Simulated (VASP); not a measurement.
# Rb4NCl (F-43m) in VASP: single point with PBE

Aim: the single point of Rb4NCl with PBE.

Everything below comes from runs of VASP 6.6.1. Logs are shortened: lines on timing, memory, paths and dates and some standing lists are left out, and cuts for length are marked.

## (1) The cell of the first run

The structure is cubic, space group F-43m (No. 216). Conventional cell: a = 9.143 Å, b = 9.143 Å, c = 9.143 Å, α = 90.00°, β = 90.00°, γ = 90.00°. Within 4.2 Å of Rb (site symmetry 3m) lie 6 Rb at 3.22 to 3.25 Å and 3 Cl at 3.79 Å and 3 N at 3.79 Å. N (site symmetry -43m) has 12 Rb at 3.79 Å and 4 Cl at 3.96 Å within 5.0 Å. Within 5.0 Å of Cl (site symmetry -43m) lie 12 Rb at 3.79 Å and 4 N at 3.96 Å.

## (2) Single point, PBE

INCAR

```
ALGO = Normal
EDIFF = 1E-6
ENCUT = 520
GGA = PE
ISIF = 2
ISMEAR = 0
LASPH = True
LCHARG = True
LELF = True
LREAL = False
LVHAR = True
LWAVE = False
NBANDS = 33
NELM = 80
PREC = Accurate
SIGMA = 0.1
```

KPOINTS

```
k-points
0
Gamma
  4 4 4
```

POSCAR

```
Rb4NCl
1.0
    0.0000000000      4.5715733900      4.5715733900
    4.5715733900      0.0000000000      4.5715733900
    4.5715733900      4.5715733900      0.0000000000
Rb N Cl
4 1 1
Direct
    0.8769448700      0.3743517100      0.3743517100
    0.3743517100      0.3743517100      0.3743517100
    0.3743517100      0.3743517100      0.8769448700
    0.3743517100      0.8769448700      0.3743517100
    0.7500000000      0.7500000000      0.7500000000
    0.0000000000      0.0000000000      0.0000000000
```

Potentials or basis: VASP PAW PBE potentials, release 64 (Rb_sv, N, Cl).

Command:

```console
cat potpaw_PBE.64/Rb_sv/POTCAR potpaw_PBE.64/N/POTCAR potpaw_PBE.64/Cl/POTCAR > POTCAR
mpirun -np 1 vasp_std > vasp.out
```

OUTCAR:

```text
EDIFF = 1E-6
   ENCUT = 520
   GGA = PE
   ISIF = 2
   ISMEAR = 0
   LASPH = True
   LREAL = False
   NELM = 80
   PREC = Accurate

 ion  position               nearest neighbor table
   1  0.877  0.374  0.374-   2 3.22   3 3.22   4 3.22   4 3.25   3 3.25   2 3.25   6 3.79   6 3.79
                             6 3.79   2 5.60   3 5.60   2 5.60   2 5.60   3 5.60   3 5.60   2 5.60
   2  0.374  0.374  0.374-   1 3.22   3 3.22   4 3.22   1 3.25   4 3.25   3 3.25   6 3.79   6 3.79
                             6 3.79   3 5.60   4 5.60   1 5.60   1 5.60   4 5.60   1 5.60   1 5.60
   3  0.374  0.374  0.877-   1 3.22   2 3.22   4 3.22   4 3.25   1 3.25   2 3.25   6 3.79   6 3.79
                             6 3.79   2 5.60   2 5.60   4 5.60   1 5.60   4 5.60   1 5.60   1 5.60
   4  0.374  0.877  0.374-   1 3.22   2 3.22   3 3.22   1 3.25   3 3.25   2 3.25   6 3.79   6 3.79
                             6 3.79   2 5.60   3 5.60   3 5.60   2 5.60   1 5.60   2 5.60   1 5.60
   5  0.750  0.750  0.750-
   6  0.000  0.000  0.000-   1 3.79   4 3.79   1 3.79   3 3.79   3 3.79   4 3.79   3 3.79   2 3.79
                             2 3.79   2 3.79   4 3.79   1 3.79

  LATTYP: Found a face centered cubic cell.
 ALAT       =     9.1431467800

  Lattice vectors:

 A1 = (   0.0000000000,   4.5715733900,   4.5715733900)
 A2 = (   4.5715733900,   0.0000000000,   4.5715733900)
 A3 = (   4.5715733900,   4.5715733900,   0.0000000000)

Analysis of symmetry for initial positions (statically):
=====================================================================
 Subroutine PRICEL returns:
 Original cell was already a primitive cell.

 Routine SETGRP: Setting up the symmetry group for a
 face centered cubic supercell.

 Subroutine GETGRP returns: Found 24 space group operations
 (whereof 24 operations were pure point group operations)
 out of a pool of 48 trial point group operations.

The static configuration has the point symmetry T_d .

Analysis of symmetry for dynamics (positions and initial velocities):
=====================================================================
 Subroutine PRICEL returns:
 Original cell was already a primitive cell.

 Routine SETGRP: Setting up the symmetry group for a
 face centered cubic supercell.

 Subroutine GETGRP returns: Found 24 space group operations
 (whereof 24 operations were pure point group operations)
 out of a pool of 48 trial point group operations.

The dynamic configuration has the point symmetry T_d .

 Subroutine INISYM returns: Found 24 space group operations
 (whereof 24 operations are pure point group operations),
 and found     1 'primitive' translations

----------------------------------------------------------------------------------------

                                     Primitive cell

  volume of cell :     191.0852

  direct lattice vectors                    reciprocal lattice vectors
     0.000000000  4.571573390  4.571573390    -0.109371535  0.109371535  0.109371535
     4.571573390  0.000000000  4.571573390     0.109371535 -0.109371535  0.109371535
     4.571573390  4.571573390  0.000000000     0.109371535  0.109371535 -0.109371535

  length of vectors
     6.465181090  6.465181090  6.465181090     0.189437056  0.189437056  0.189437056

  position of ions in fractional coordinates (direct lattice)
     0.876944870  0.374351710  0.374351710
     0.374351710  0.374351710  0.374351710
     0.374351710  0.374351710  0.876944870
     0.374351710  0.876944870  0.374351710
     0.750000000  0.750000000  0.750000000
     0.000000000  0.000000000  0.000000000

  ion indices of the primitive-cell ions
   primitive index   ion index
                 1           1
                 2           2
                 3           3
                 4           4
                 5           5
                 6           6

----------------------------------------------------------------------------------------

 KPOINTS: k-points

Automatic generation of k-mesh.
 Grid dimensions read from file:
 generate k-points for:    4    4    4

 Generating k-lattice:

  Cartesian coordinates                     Fractional coordinates (reciprocal lattice)
    -0.027342884  0.027342884  0.027342884     0.250000000  0.000000000  0.000000000
     0.027342884 -0.027342884  0.027342884     0.000000000  0.250000000  0.000000000
     0.027342884  0.027342884 -0.027342884     0.000000000  0.000000000  0.250000000

  Length of vectors
     0.047359264  0.047359264  0.047359264

  Shift w.r.t. Gamma in fractional coordinates (k-lattice)
     0.000000000  0.000000000  0.000000000

 Subroutine IBZKPT returns following result:
 ===========================================

 Found      8 irreducible k-points:

 Following reciprocal coordinates:
            Coordinates               Weight
  0.000000  0.000000  0.000000      1.000000
  0.250000  0.000000  0.000000      8.000000
  0.500000  0.000000  0.000000      4.000000
  0.250000  0.250000  0.000000      6.000000
  0.500000  0.250000  0.000000     24.000000
 -0.250000  0.250000  0.000000     12.000000
  0.500000  0.500000  0.000000      3.000000
 -0.250000  0.500000  0.250000      6.000000
   k-points           NKPTS =      8   k-points in BZ     NKDIM =      8   number of bands    NBANDS=     33
   number of dos      NEDOS =    301   number of ions     NIONS =      6
   total plane-waves  NPLWV = 110592
   dimension x,y,z NGX =    48 NGY =   48 NGZ =   48
   dimension x,y,z NGXF=    96 NGYF=   96 NGZF=   96
   ions per type =               4   1   1
   NGX,Y,Z   is equivalent  to a cutoff of  12.34, 12.34, 12.34 a.u.
   NGXF,Y,Z  is equivalent  to a cutoff of  24.69, 24.69, 24.69 a.u.
 SYSTEM =  unknown system
   PREC   = accura    normal or accurate (medium, high low for compatibility)
   ISTART =      0    job   : 0-new  1-cont  2-samecut
   ICHARG =      2    charge: 1-file 2-atom 10-const
   ISPIN  =      1    spin polarized calculation?
   LNONCOLLINEAR =      F non collinear calculations
   LSORBIT =      F    spin-orbit coupling
   LASPH  =      T    aspherical Exc in radial PAW
   ENCUT  =  520.0 eV  38.22 Ry    6.18 a.u.  12.02 12.02 12.02*2*pi/ulx,y,z
   NELM   =     80;   NELMIN=  2; NELMDL= -5     # of ELM steps
   EDIFF  = 0.1E-05   stopping-criterion for ELM
   LREAL  =      F    real-space projection
   EDIFFG = 0.1E-04   stopping-criterion for IOM
   NSW    =      0    number of steps for IOM
   IBRION =     -1    ionic relax: 0-MD 1-quasi-New 2-CG
   NFREE  =      0    steps in history (QN), initial steepest desc. (CG)
   ISIF   =      2    stress and relaxation
   ISYM   =      2    0-nonsym 1-usesym 2-fastsym
   POTIM  = 0.5000    time-step for ionic-motion
   TEBEG  =    0.0;   TEEND  =   0.0 temperature during run
   PSTRESS=    0.0 pullay stress
   NELECT =      48.0000    total number of electrons
   NUPDOWN=      -1.0000    fix difference up-down
   EMIN   =  10.00;   EMAX   =-10.00  energy-range for DOS
   EFERMI =   0.00;   METHOD = LEGACY
   ISMEAR =     0;   SIGMA  =   0.10  broadening in eV -4-tet -1-fermi 0-gaus
   EFERMI_NEDOS =   21; number of points for ismear=-14 and -15
   IALGO  =     38    algorithm
   IMIX   =      4    mixing-type and parameters
     AMIX     =   0.40;   BMIX     =  1.00
     AMIX_MAG =   1.60;   BMIX_MAG =  1.00
  volume/ion in A,a.u.               =      31.85       214.92
  Fermi-wavevector in a.u.,A,eV,Ry     =   1.032951  1.951994 14.517238  1.066987
  Thomas-Fermi vector in A             =   2.167173
   LORBIT       =      0    0 simple, 1 ext, 2 COOP (PROOUT), +10 PAW based schemes
   GGA     = PE    functional components
   LHFCALC =     F    Hartree Fock is set to
   AEXX    =    0.0000 exact exchange contribution
   IVDW    =     0    specifies the selected vdW correction
   LEPSILON=     F    determine dielectric tensor
   LRPA    =     F    only Hartree local field effects (RPA)
 non-spin polarized calculation
 Gauss-broadening in eV      SIGMA  =   0.10
  energy-cutoff  :      520.00
  volume of cell :      191.09
 maximum number of plane-waves:      5168
   NGX = 25   NGY = 25   NGZ = 25

 number of electron      47.9999998 magnetization

 Free energy of the ion-electron system (eV)
  ---------------------------------------------------
  ext. energy  EPLUGINS =         0.00000000
  ---------------------------------------------------
  free energy    TOTEN  =        -9.57284484 eV

  energy without entropy =       -9.52294336  energy(sigma->0) =       -9.54789410

 E-fermi :   2.3803     XC(G=0):  -8.0635

 val. band max:        2.3458231198   @ k =  -0.2500   0.2500   0.0000
 cond. band min:       2.5369282709   @ k =   0.5000   0.0000   0.0000
 fundamental gap:      0.1911051511
 Fermi energy:         2.3803290684

 k-point     1 :       0.0000    0.0000    0.0000
  band No.  band energies     occupation
      1     -27.6155      2.00000
      2     -27.1176      2.00000
      3     -27.1176      2.00000
      4     -27.1176      2.00000
      5     -13.6151      2.00000
      6     -13.1300      2.00000
[... 25 lines left out ...]
     32       5.9110      0.00000
     33       5.9110      0.00000

 k-point     2 :       0.2500    0.0000    0.0000
  band No.  band energies     occupation
      1     -27.5669      2.00000
      2     -27.1736      2.00000
      3     -27.1180      2.00000
      4     -27.1180      2.00000
      5     -13.3971      2.00000
      6     -13.1474      2.00000
[... 25 lines left out ...]
     32       5.5140      0.00000
     33       5.9292      0.00000
[... 178 lines left out ...]
     32       5.4591      0.00000
     33       6.4355      0.00000

 k-point     8 :      -0.2500    0.5000    0.2500
  band No.  band energies     occupation
      1     -27.3927      2.00000
      2     -27.3591      2.00000
      3     -27.1191      2.00000
      4     -27.1191      2.00000
      5     -13.1850      2.00000
      6     -12.5873      2.00000
[... 25 lines left out ...]
     32       5.5094      0.00000
     33       6.0950      0.00000

------------------------ aborting loop because EDIFF is reached ----------------------------------------

  FORCE on cell =-STRESS in cart. coord.  units (eV):
  Direction    XX          YY          ZZ          XY          YZ          ZX
  --------------------------------------------------------------------------------------
  -------------------------------------------------------------------------------------
  Total        2.8659567      2.8659567      2.8659567      0.0000000     -0.0000000      0.0000000
  in kB       24.0299638     24.0299638     24.0299638      0.0000000     -0.0000000      0.0000000
  external PRESSURE =      24.0299638 kB  Pullay stress =       0.0000000 kB

 VOLUME and BASIS-vectors are now :
 -----------------------------------------------------------------------------
  energy-cutoff  :      520.00
  volume of cell :      191.09
      direct lattice vectors                 reciprocal lattice vectors
     0.000000000  4.571573390  4.571573390    -0.109371535  0.109371535  0.109371535
     4.571573390  0.000000000  4.571573390     0.109371535 -0.109371535  0.109371535
     4.571573390  4.571573390  0.000000000     0.109371535  0.109371535 -0.109371535

 POSITION                                       TOTAL-FORCE (eV/Angst)
 -----------------------------------------------------------------------------------
      3.42275      5.72039      5.72039         0.071474     -0.071474     -0.071474
      3.42275      3.42275      3.42275         0.071474      0.071474      0.071474
      5.72039      5.72039      3.42275        -0.071474     -0.071474      0.071474
      5.72039      3.42275      5.72039        -0.071474      0.071474     -0.071474
      6.85736      6.85736      6.85736        -0.000000     -0.000000     -0.000000
      0.00000      0.00000      0.00000        -0.000000      0.000000     -0.000000
 -----------------------------------------------------------------------------------
    total drift:                               -0.000000     -0.000000     -0.000000

  FREE ENERGIE OF THE ION-ELECTRON SYSTEM (eV)
  ---------------------------------------------------
  free  energy   TOTEN  =        -9.5728448386 eV

  energy  without entropy=       -9.5229433604  energy(sigma->0) =       -9.54789410
```

Run time: 54 s. Hardware: 1 thread of Intel Xeon Platinum 8488C (Sapphire Rapids), shared host; peak memory 0.33 GiB.

Results:

```yaml
Free_energy: -9.5728 eV
Pressure: 2.4 GPa
Largest_force: 0.124 eV/Å
Band_gap_on_the_k_mesh: zero (band 24 reaches 2.35 eV, above the bottom of band 25 at 2.22 eV)
```

Forces on the atoms (eV/Å):
```
Rb   0.071 -0.071 -0.071
Rb   0.071  0.071  0.071
Rb  -0.071 -0.071  0.071
Rb  -0.071  0.071 -0.071
N    0.000  0.000  0.000
Cl   0.000  0.000  0.000
```
